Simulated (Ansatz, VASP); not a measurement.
# One calculation of SnSe2, two programs

```xyz
3
Lattice="3.8703 0.0036 -0.0023 1.9329 3.3536 0.0252 1.8708 0.6839 7.3991" Properties=species:S:1:pos:R:3 pbc="T T T"
Sn    0.0000    0.0000    0.0000
Se    5.7378    2.9338    5.8202
Se    1.9361    1.1073    1.6018
```

Alike in both runs: task single point; functional r2SCAN; k mesh 8 × 8 × 4; occupations gaussian, width 0.02 eV; no spin polarisation.

|  | VASP | Ansatz |
| --- | --- | --- |
| version | VASP 6.6.1 | Ansatz 0.2.0 |
| potentials or method | VASP PAW PBE potentials, release 64 (Sn_d, Se), cutoff 520 eV | scalar-relativistic, plane waves, PAW |
| valence electrons in the cell | 26 | 46 |

Ansatz gave:

- gap on the k mesh at the Fermi level (eV): 0.92
- least direct gap on the mesh (eV): 1.23
- pressure (GPa): -1.7
- traceless stress, the component that is largest in VASP (GPa): -0.18
- rms of the force components (eV/Å): 0.131

Which values does VASP return?

gap on the k mesh at the Fermi level (eV): 0.93; least direct gap on the mesh (eV): 1.23; pressure (GPa): -1.7; traceless stress, the component that is largest in VASP (GPa): -0.18; rms of the force components (eV/Å): 0.126.

VASP's potentials were made for PBE, not for r2SCAN. Atom by atom the forces differ by 0.005 eV/Å (rms over components). VASP's potentials hold 26 valence electrons a cell and Ansatz's 46, so a difference there can come from the potentials and not from the codes.
